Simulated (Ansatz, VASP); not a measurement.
# Ga: VASP beside Ansatz

```xyz
4
Lattice="2.3108 -3.8729 0.0000 2.3108 3.8729 0.0000 0.0000 0.0000 4.5463" Properties=species:S:1:pos:R:3 pbc="T T T"
Ga    2.3108   -2.6662    0.3816
Ga    2.3108   -1.2067    2.6548
Ga    2.3108    2.6662    4.1647
Ga    2.3108    1.2067    1.8915
```

Alike in both runs: task single point; functional PBE; k mesh 8 × 8 × 7; occupations methfessel-paxton of order 1, width 0.2 eV; no spin polarisation.

|  | VASP | Ansatz |
| --- | --- | --- |
| version | VASP 6.6.1 | Ansatz 0.2.0 |
| potentials or method | VASP PAW PBE potentials, release 64 (Ga_d), cutoff 520 eV | plane waves (420 eV) with PAW, scalar-relativistic |
| valence electrons in the cell | 52 | 52 |

VASP gave:

| Property | Result |
| --- | --- |
| pressure (GPa) | 0.1 |

Task: What did Ansatz give for the same quantities?

Result: Pressure (GPa): 0.0.
